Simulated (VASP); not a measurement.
Wanted: the native input for a VASP 6.6.1 run.

```
Task                   : single point
Functional             : r2SCAN
Potentials or basis    : VASP PAW PBE potentials, release 64 (Sr_sv, O)
Cutoff                 : 520 eV
k mesh                 : 8 × 8 × 8
Occupations            : gaussian, width 0.05 eV
Spin                   : no spin polarisation
Dipole correction      : no
Further INCAR settings : ALGO = Normal; EDIFF = 1e-07; NBANDS = 15
```

Crystal: SrO.

```
CELL_PARAMETERS angstrom
0.00000 2.48944 2.73838
2.48944 0.00000 2.73838
2.48944 2.48944 0.00000
ATOMIC_POSITIONS crystal
Sr 0.00000 0.00000 0.00000
O 0.50000 0.50000 0.50000
```

This cell differs from its parent crystal: ratio of the length along z to the lengths across it x 1.1, volume and fractional coordinates fixed.

One way to write it, as run:

POSCAR

```
SrO
1.0
    0.0000000000      2.4894405709      2.7383846280
    2.4894405709      0.0000000000      2.7383846280
    2.4894405709      2.4894405709      0.0000000000
Sr O
1 1
Direct
    0.0000000000      0.0000000000      0.0000000000
    0.5000000000      0.5000000000      0.5000000000
```

INCAR.step1

```
SYSTEM = SrO
  PREC = Accurate
  ENCUT = 520
  ISMEAR = 0
  SIGMA = 0.05
  LREAL = .FALSE.
  LASPH = .TRUE.
  NELM = 60
  NBANDS = 15
  GGA = PE
  ALGO = Normal
  EDIFF = 1E-4
  LWAVE = .TRUE.
  LCHARG = .FALSE.
```

INCAR.step2

```
SYSTEM = SrO
  PREC = Accurate
  ENCUT = 520
  EDIFF = 1E-7
  ISMEAR = 0
  SIGMA = 0.05
  LREAL = .FALSE.
  LASPH = .TRUE.
  NELM = 60
  ALGO = Normal
  ISIF = 2
  LWAVE = .FALSE.
  LCHARG = .TRUE.
  METAGGA = R2SCAN
  LMIXTAU = .TRUE.
  LELF = .TRUE.
  LVHAR = .TRUE.
  NBANDS = 15
  ISTART = 1
```

KPOINTS

```
Automatic mesh
0
G
  8 8 8
  0 0 0
```

Potentials or basis: VASP PAW PBE potentials, release 64 (Sr_sv, O).

The run is started by

```bash
$ cat potpaw_PBE.64/Sr_sv/POTCAR potpaw_PBE.64/O/POTCAR > POTCAR
$ cp INCAR.step1 INCAR
$ mpirun -np 1 vasp_std > vasp.out
$ cp INCAR.step2 INCAR
$ mpirun -np 1 vasp_std > vasp.out
```

Results of the run:

| Item | Value |
| --- | --- |
| Pressure | 3.6 GPa |
| Band gap on the k mesh | 3.57 eV, indirect (least direct gap 3.60 eV) |

Caveat: the PAW data sets were made with another functional, which shifts forces and pressure a little.

Wall time 75 s on 1 thread of Intel(R) Xeon(R) 6975P-C (Granite Rapids), with other jobs on the host, peak memory 0.18 GiB.
